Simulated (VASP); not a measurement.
AgBr, 2 atoms in the cell. Symmetry: Fm-3m, No. 225, cubic system. The conventional cell has a = 5.798 Å, b = 5.798 Å, c = 5.798 Å, α = 90.00°, β = 90.00°, γ = 90.00°. Ag (site symmetry m-3m) has 6 Br at 2.90 Å within 3.8 Å. Br (site symmetry m-3m) has 6 Ag at 2.90 Å within 3.8 Å. 

| Item | Value |
| --- | --- |
| Program | VASP 6.6.1 |
| Task | single point |
| Functional | PBE |
| Potentials or basis | VASP PAW PBE potentials, release 64 (Ag, Br) |
| Cutoff | 500 eV |
| k mesh | 5 × 5 × 5 |
| Occupations | fermi-dirac, width 0.1 eV |
| Spin | no spin polarisation |
| Dipole correction | no |
| Further INCAR settings | ALGO = Normal; EDIFF = 1e-06; NBANDS = 16 |

Potentials or basis: VASP PAW PBE potentials, release 64 (Ag, Br).

The run is started by

```console
$ cat potpaw_PBE.64/Ag/POTCAR potpaw_PBE.64/Br/POTCAR > POTCAR
$ mpirun -np 1 vasp_std > vasp.out
```

Hardware: 1 thread of Intel Xeon 8259CL, with other jobs on the host.

Problem. How long does it take, and how much memory?

Solution. Wall time 22 s on 1 thread of Intel Xeon 8259CL, with other jobs on the host, peak memory 0.16 GiB. Counts: scf iterations 12, k points 10.
